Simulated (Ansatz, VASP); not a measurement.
## BN: VASP beside Ansatz

Contents of POSCAR:

```
BN
1.0
    2.5121490623      0.0000000000      0.0000000000
   -1.2560745311      2.1755849060      0.0000000000
    0.0000000000      0.0000000000      8.3518967055
B N
2 2
Direct
    0.0000000000      0.0000000000      0.5000000000
    0.3333333333      0.6666666667      0.0000000000
    0.3333333333      0.6666666667      0.5000000000
    0.6666666667      0.3333333333      0.0000000000
```

Contents of INCAR.step1:

```
SYSTEM = BN
ALGO = Normal
EDIFF = 1E-4
ENCUT = 520
GGA = PE
ISMEAR = 0
LASPH = .TRUE.
LCHARG = .FALSE.
LREAL = .FALSE.
LWAVE = .TRUE.
NBANDS = 16
NELM = 80
PREC = Accurate
SIGMA = 0.02
```

INCAR.step2

```
SYSTEM = BN
ALGO = Normal
EDIFF = 1E-6
ENCUT = 520
ISIF = 2
ISMEAR = 0
ISTART = 1
LASPH = .TRUE.
LCHARG = .FALSE.
LMIXTAU = .TRUE.
LREAL = .FALSE.
LWAVE = .FALSE.
METAGGA = R2SCAN
NBANDS = 16
NELM = 80
PREC = Accurate
SIGMA = 0.02
```

The input KPOINTS:

```
k-points
0
G
  12 12 4
  0 0 0
```

Input for Ansatz:

```yaml
crystal:
  lattice:
    - [2.5121490623, 0.0, 0.0]
    - [-1.2560745311, 2.175584906, 0.0]
    - [0.0, 0.0, 8.3518967055]
  atoms:
    - { symbol: B, position: [0.0, 0.0, 0.5] }
    - { symbol: B, position: [0.3333333333, 0.6666666667, 0.0] }
    - { symbol: "N", position: [0.3333333333, 0.6666666667, 0.5] }
    - { symbol: "N", position: [0.6666666667, 0.3333333333, 0.0] }
basis:
  ecutwfc: 500
kpoints:
  mp_grid: { grid: [12, 12, 4] }
  band_path:
    path:
      - [[0.0, 0.0, 0.0], [0.5, 0.0, 0.0], [0.33333333, 0.33333333, 0.0], [0.0, 0.0, 0.0], [0.0, 0.0, 0.5], [0.5, 0.0, 0.5], [0.33333333, 0.33333333, 0.5], [0.0, 0.0, 0.5]]
      - [[0.5, 0.0, 0.5], [0.5, 0.0, 0.0]]
      - [[0.33333333, 0.33333333, 0.5], [0.33333333, 0.33333333, 0.0]]
    npoints: 14
hamiltonian:
  xc: r2scan
scf:
  occupations: { method: gaussian, width: 0.02 }
  n_extra_bands: 10
output:
  forces: true
  stress: true
  eigenvalues: true
  populations: true
  dos: { projected: true, de: 0.02, nscf_kmesh: { grid: [18, 18, 6] } }
  bader: true
  write_density: true
  write_potential: true
  elf: true
  volumetric_format: npy
```

Alike in both runs: task single point; functional r2SCAN; k mesh 12 × 12 × 4; occupations gaussian, width 0.02 eV; no spin polarisation.

|  | VASP | Ansatz |
| --- | --- | --- |
| version | VASP 6.6.1 | Ansatz 0.2.0 |
| potentials or method | VASP PAW PBE potentials, release 64 (B, N), cutoff 520 eV | scalar-relativistic, plane waves, PAW |
| valence electrons in the cell | 16 | 16 |

|  | VASP | Ansatz | Ansatz less VASP |
| --- | --- | --- | --- |
| gap on the k mesh at the Fermi level (eV) | 4.63 | 4.63 | +0.006 |
| least direct gap on the mesh (eV) | 5.35 | 5.29 | -0.059 |
| pressure (GPa) | -2.7 | -3.0 | -0.30 |
| traceless stress, the component that is largest in VASP (GPa) | 1.59 | 2.12 | +0.533 |

VASP's potentials were made for PBE, not for r2SCAN.
